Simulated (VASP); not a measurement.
# Cu (Fm-3m) in VASP: further runs, part 2 of 2

VASP 6.6.1.

**3. Single point, PBEsol**

INCAR reads:

```
PREC = Accurate
ENCUT = 520
EDIFF = 1E-7
ISMEAR = -1
SIGMA = 0.08
LREAL = F
LASPH = T
NELM = 100
ALGO = Normal
ISIF = 2
LWAVE = F
LCHARG = T
GGA = PS
LELF = T
LVHAR = T
NBANDS = 12
```

KPOINTS reads:

```
regular mesh
0
Gamma
  20 20 20
```

POSCAR reads:

```
Cu
1.0
    0.0000000000      1.7819074507      1.7819074507
    1.7819074507      0.0000000000      1.7819074507
    1.7819074507      1.7819074507      0.0000000000
Cu
1
Direct
    0.0000000000      0.0000000000      0.0000000000
```

Potentials or basis: VASP PAW PBE potentials, release 64 (Cu).

On the command line:

```sh
$ cat potpaw_PBE.64/Cu/POTCAR > POTCAR
$ mpirun -np 1 vasp_std > vasp.out
```

OUTCAR:

```text
PREC = Accurate
   ENCUT = 520
   EDIFF = 1E-7
   ISMEAR = -1
   LREAL = F
   LASPH = T
   NELM = 100
   ISIF = 2
   GGA = PS

 ion  position               nearest neighbor table
   1  0.000  0.000  0.000-

  LATTYP: Found a face centered cubic cell.
 ALAT       =     3.5638149014

  Lattice vectors:

 A1 = (   0.0000000000,   1.7819074507,   1.7819074507)
 A2 = (   1.7819074507,   0.0000000000,   1.7819074507)
 A3 = (   1.7819074507,   1.7819074507,   0.0000000000)

Analysis of symmetry for initial positions (statically):
=====================================================================
 Subroutine PRICEL returns:
 Original cell was already a primitive cell.

 Routine SETGRP: Setting up the symmetry group for a
 face centered cubic supercell.

 Subroutine GETGRP returns: Found 48 space group operations
 (whereof 48 operations were pure point group operations)
 out of a pool of 48 trial point group operations.

The static configuration has the point symmetry O_h .

Analysis of symmetry for dynamics (positions and initial velocities):
=====================================================================
 Subroutine PRICEL returns:
 Original cell was already a primitive cell.

 Routine SETGRP: Setting up the symmetry group for a
 face centered cubic supercell.

 Subroutine GETGRP returns: Found 48 space group operations
 (whereof 48 operations were pure point group operations)
 out of a pool of 48 trial point group operations.

The dynamic configuration has the point symmetry O_h .

 Subroutine INISYM returns: Found 48 space group operations
 (whereof 48 operations are pure point group operations),
 and found     1 'primitive' translations

----------------------------------------------------------------------------------------

                                     Primitive cell

  volume of cell :      11.3158

  direct lattice vectors                    reciprocal lattice vectors
     0.000000000  1.781907451  1.781907451    -0.280598187  0.280598187  0.280598187
     1.781907451  0.000000000  1.781907451     0.280598187 -0.280598187  0.280598187
     1.781907451  1.781907451  0.000000000     0.280598187  0.280598187 -0.280598187

  length of vectors
     2.519997684  2.519997684  2.519997684     0.486010316  0.486010316  0.486010316

  position of ions in fractional coordinates (direct lattice)
     0.000000000  0.000000000  0.000000000

  ion indices of the primitive-cell ions
   primitive index   ion index
                 1           1

----------------------------------------------------------------------------------------

 KPOINTS: regular mesh

Automatic generation of k-mesh.
 Grid dimensions read from file:
 generate k-points for:   20   20   20

 Generating k-lattice:

  Cartesian coordinates                     Fractional coordinates (reciprocal lattice)
    -0.014029909  0.014029909  0.014029909     0.050000000  0.000000000  0.000000000
     0.014029909 -0.014029909  0.014029909     0.000000000  0.050000000  0.000000000
     0.014029909  0.014029909 -0.014029909     0.000000000  0.000000000  0.050000000

  Length of vectors
     0.024300516  0.024300516  0.024300516

  Shift w.r.t. Gamma in fractional coordinates (k-lattice)
     0.000000000  0.000000000  0.000000000

 Subroutine IBZKPT returns following result:
 ===========================================

 Found    256 irreducible k-points:

 Following reciprocal coordinates:
            Coordinates               Weight
  0.000000  0.000000  0.000000      1.000000
  0.050000  0.000000  0.000000      8.000000
  0.100000  0.000000  0.000000      8.000000
  0.150000  0.000000  0.000000      8.000000
  0.200000  0.000000  0.000000      8.000000
  0.250000  0.000000  0.000000      8.000000
[... 16 lines left out ...]
 -0.400000  0.050000  0.000000     24.000000
 -0.350000  0.050000  0.000000     24.000000
 [... further k-points ...]
   k-points           NKPTS =    256   k-points in BZ     NKDIM =    256   number of bands    NBANDS=     12
   number of dos      NEDOS =    301   number of ions     NIONS =      1
   total plane-waves  NPLWV =   8000
   dimension x,y,z NGX =    20 NGY =   20 NGZ =   20
   dimension x,y,z NGXF=    40 NGYF=   40 NGZF=   40
   ions per type =               1
   NGX,Y,Z   is equivalent  to a cutoff of  13.19, 13.19, 13.19 a.u.
   NGXF,Y,Z  is equivalent  to a cutoff of  26.39, 26.39, 26.39 a.u.
 SYSTEM =  unknown system
   PREC   = accura    normal or accurate (medium, high low for compatibility)
   ISTART =      0    job   : 0-new  1-cont  2-samecut
   ICHARG =      2    charge: 1-file 2-atom 10-const
   ISPIN  =      1    spin polarized calculation?
   LNONCOLLINEAR =      F non collinear calculations
   LSORBIT =      F    spin-orbit coupling
   LASPH  =      T    aspherical Exc in radial PAW
   ENCUT  =  520.0 eV  38.22 Ry    6.18 a.u.   4.69  4.69  4.69*2*pi/ulx,y,z
   NELM   =    100;   NELMIN=  2; NELMDL= -5     # of ELM steps
   EDIFF  = 0.1E-06   stopping-criterion for ELM
   LREAL  =      F    real-space projection
   EDIFFG = 0.1E-05   stopping-criterion for IOM
   NSW    =      0    number of steps for IOM
   IBRION =     -1    ionic relax: 0-MD 1-quasi-New 2-CG
   NFREE  =      0    steps in history (QN), initial steepest desc. (CG)
   ISIF   =      2    stress and relaxation
   ISYM   =      2    0-nonsym 1-usesym 2-fastsym
   POTIM  = 0.5000    time-step for ionic-motion
   TEBEG  =    0.0;   TEEND  =   0.0 temperature during run
   PSTRESS=    0.0 pullay stress
   NELECT =      11.0000    total number of electrons
   NUPDOWN=      -1.0000    fix difference up-down
   EMIN   =  10.00;   EMAX   =-10.00  energy-range for DOS
   EFERMI =   0.00;   METHOD = LEGACY
   ISMEAR =    -1;   SIGMA  =   0.08  broadening in eV -4-tet -1-fermi 0-gaus
   EFERMI_NEDOS =   21; number of points for ismear=-14 and -15
   IALGO  =     38    algorithm
   IMIX   =      4    mixing-type and parameters
     AMIX     =   0.40;   BMIX     =  1.00
     AMIX_MAG =   1.60;   BMIX_MAG =  1.00
  volume/ion in A,a.u.               =      11.32        76.36
  Fermi-wavevector in a.u.,A,eV,Ry     =   1.621725  3.064616 35.783220  2.629992
  Thomas-Fermi vector in A             =   2.715454
   LORBIT       =      0    0 simple, 1 ext, 2 COOP (PROOUT), +10 PAW based schemes
   GGA     = PS    functional components
   LHFCALC =     F    Hartree Fock is set to
   AEXX    =    0.0000 exact exchange contribution
   IVDW    =     0    specifies the selected vdW correction
   LEPSILON=     F    determine dielectric tensor
   LRPA    =     F    only Hartree local field effects (RPA)
 non-spin polarized calculation
  energy-cutoff  :      520.00
  volume of cell :       11.32
 maximum number of plane-waves:       322
   NGX =  9   NGY =  9   NGZ =  9

 number of electron      11.0000013 magnetization

 Free energy of the ion-electron system (eV)
  ---------------------------------------------------
  ext. energy  EPLUGINS =         0.00000000
  ---------------------------------------------------
  free energy    TOTEN  =        -4.31218280 eV

  energy without entropy =       -4.30626438  energy(sigma->0) =       -4.30922359

 E-fermi :   7.9231     XC(G=0): -13.1595

 val. band max:        7.9095167859   @ k =   0.5000   0.2500   0.1000
 cond. band min:       7.9390915180   @ k =  -0.4500   0.1000   0.0000
 fundamental gap:      0.0295747322
 Fermi energy:         7.9231069589

 k-point     1 :       0.0000    0.0000    0.0000
  band No.  band energies     occupation
      1      -1.7800      2.00000
      2       4.7795      2.00000
      3       4.7795      2.00000
      4       4.7795      2.00000
      5       5.6686      2.00000
      6       5.6686      2.00000
      7      30.8653      0.00000
      8      33.8142      0.00000
      9      33.8142      0.00000
     10      33.8142      0.00000
     11      36.3324      0.00000
     12      36.3324      0.00000

 k-point     2 :       0.0500    0.0000    0.0000
  band No.  band energies     occupation
      1      -1.6859      2.00000
      2       4.7583      2.00000
      3       4.7981      2.00000
      4       4.7981      2.00000
      5       5.6609      2.00000
      6       5.6609      2.00000
      7      30.4092      0.00000
      8      32.5150      0.00000
      9      33.5040      0.00000
     10      33.5040      0.00000
     11      36.7717      0.00000
     12      36.7717      0.00000
[... 316 lines left out ...]
 k-point    24 :      -0.3500    0.0500    0.0000
  band No.  band energies     occupation
      1       2.1306      2.00000
      2       4.8090      2.00000
      3       4.8523      2.00000
      4       4.9578      2.00000
      5       6.0025      2.00000
      6       6.2975      2.00000
      7      15.4514      0.00000
      8      28.1891      0.00000
      9      30.5729      0.00000
     10      31.7650      0.00000
     11      33.9828      0.00000
     12      35.7964      0.00000

 [... further k-points ...]
[... 5 lines left out ...]
  --------------------------------------------------------------------------------------
  -------------------------------------------------------------------------------------
  Total        0.0488052      0.0488052      0.0488052      0.0000000      0.0000000      0.0000000
  in kB        6.9102098      6.9102098      6.9102098      0.0000000      0.0000000      0.0000000
  external PRESSURE =       6.9102098 kB  Pullay stress =       0.0000000 kB

 VOLUME and BASIS-vectors are now :
 -----------------------------------------------------------------------------
  energy-cutoff  :      520.00
  volume of cell :       11.32
      direct lattice vectors                 reciprocal lattice vectors
     0.000000000  1.781907451  1.781907451    -0.280598187  0.280598187  0.280598187
     1.781907451  0.000000000  1.781907451     0.280598187 -0.280598187  0.280598187
     1.781907451  1.781907451  0.000000000     0.280598187  0.280598187 -0.280598187

 POSITION                                       TOTAL-FORCE (eV/Angst)
 -----------------------------------------------------------------------------------
      0.00000      0.00000      0.00000         0.000000      0.000000      0.000000
 -----------------------------------------------------------------------------------
    total drift:                                0.000000     -0.000000     -0.000000

  FREE ENERGIE OF THE ION-ELECTRON SYSTEM (eV)
  ---------------------------------------------------
  free  energy   TOTEN  =        -4.3121828020 eV

  energy  without entropy=       -4.3062643843  energy(sigma->0) =       -4.30922359
```

OSZICAR:

```text
N       E                     dE             d eps       ncg     rms          rms(c)
DAV:   1     0.408231340920E+02    0.40823E+02   -0.54129E+03  6952   0.154E+03
DAV:   2    -0.411366686716E+01   -0.44937E+02   -0.41387E+02  6328   0.205E+02
DAV:   3    -0.540503825429E+01   -0.12914E+01   -0.12854E+01  7264   0.397E+01
DAV:   4    -0.541267180793E+01   -0.76336E-02   -0.76326E-02  6988   0.270E+00
DAV:   5    -0.541274016945E+01   -0.68362E-04   -0.68360E-04  7320   0.259E-01    0.844E+00
DAV:   6    -0.474329977981E+01    0.66944E+00   -0.16981E+01  7312   0.789E+01    0.414E+00
DAV:   7    -0.432717305340E+01    0.41613E+00   -0.25636E+00  7304   0.305E+01    0.597E-01
DAV:   8    -0.431391681759E+01    0.13256E-01   -0.51965E-03  7124   0.109E+00    0.310E-01
DAV:   9    -0.431217400243E+01    0.17428E-02   -0.93473E-03  7604   0.165E+00    0.217E-02
DAV:  10    -0.431218173281E+01   -0.77304E-05   -0.30383E-05  8768   0.888E-02    0.569E-03
DAV:  11    -0.431218278764E+01   -0.10548E-05   -0.45353E-07  7576   0.112E-02    0.335E-04
DAV:  12    -0.431218280200E+01   -0.14356E-07   -0.99514E-09  4148   0.153E-03
   1 F= -.43121828E+01 E0= -.43092236E+01  d E =-.591842E-02
```

It took 56 s on 1 thread of Intel Xeon 8259CL, shared host; peak memory 0.15 GiB.

What came out:

```yaml
Free_energy: -4.3122 eV
Pressure: 0.7 GPa
```

Caveat: the PAW data sets were made with another functional, which shifts forces and pressure a little.
